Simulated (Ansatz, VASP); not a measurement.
# Ni in VASP and in Ansatz

```xyz
1
Lattice="0.0000 1.7679 1.7856 1.7679 0.0000 1.7856 1.7679 1.7679 0.0000" Properties=species:S:1:pos:R:3 pbc="T T T"
Ni    0.0000    0.0000    0.0000
```

Change from the starting cell: zz strain of +1 %.

Alike in both runs: task single point; functional LDA; k mesh 20 × 20 × 20; occupations fermi-dirac, width 0.05 eV; collinear spin.

```csv
,VASP,Ansatz
version,VASP 6.6.1,Ansatz 0.2.0
potentials or method,"VASP PAW LDA potentials, release 64 (Ni), cutoff 520 eV","all-electron LAPW, scalar-relativistic"
```

Ansatz gave:

- pressure (GPa): -21.0
- traceless stress, the component that is largest in VASP (GPa): -0.72
- net moment per atom (μB): 0.63
- size of the moment on the site where the two differ most (μB): 0.65

Problem. What did VASP give for the same quantities?

Solution. Pressure (GPa): -20.6; traceless stress, the component that is largest in VASP (GPa): -0.71; net moment per atom (μB): 0.61; size of the moment on the site where the two differ most (μB): 0.62.

LDA's correlation is that of Perdew and Zunger in VASP and of Perdew and Wang (1992) in Ansatz. Site moments also hang on the region over which each program counts them. Ansatz ran all-electron here, and VASP with PAW potentials.
